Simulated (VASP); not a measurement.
Input of a VASP 6.6.1 run:

INCAR

```
SYSTEM = Co
AGGAC = 1.0
AGGAX = 1.0
ALDAC = 0.0
ALDAX = 1.0
ALGO = Normal
EDIFF = 1E-6
ENCUT = 520
GGA = B5
ISIF = 2
ISMEAR = -1
ISPIN = 2
LASPH = .TRUE.
LCHARG = .FALSE.
LMAXMIX = 4
LORBIT = 11
LREAL = .FALSE.
LWAVE = .FALSE.
MAGMOM = 1.703 1.703 1.72 1.72
NBANDS = 30
NELM = 150
PREC = Accurate
SIGMA = 0.05
```

File KPOINTS:

```
k-points
0
G
  16 16 5
  0 0 0
```

The input POSCAR:

```
Co
1.0
    2.5336050857      0.0000000000      0.0000000000
   -1.2668025429      2.1941663673      0.0000000000
    0.0000000000      0.0000000000      8.1936097388
Co
4
Direct
    0.0000000000      0.0000000000      0.0000000000
    1.0000000000      1.0000000000      0.5000000000
    0.3333333333      0.6666666667      0.2500000000
    0.6666666667      0.3333333333      0.7500000000
```

Potentials or basis: VASP PAW PBE potentials, release 64 (Co).

The run is started by

```bash
$ cat potpaw_PBE.64/Co/POTCAR > POTCAR
$ mpirun -np 1 vasp_std > vasp.out
```

Q: What does it give for the site moments?

A: Co +1.63, +1.65 μB.

Q: Predict the pressure.

A: -0.6 GPa.

Q: Estimate the net moment.

A: 6.47 μB per cell.

Stress tensor (GPa, compression positive):
```
-0.75  0.00  0.00
 0.00 -0.75  0.00
 0.00  0.00 -0.21
```

Caveat: the PAW data sets were made with another functional, which shifts forces and pressure a little.
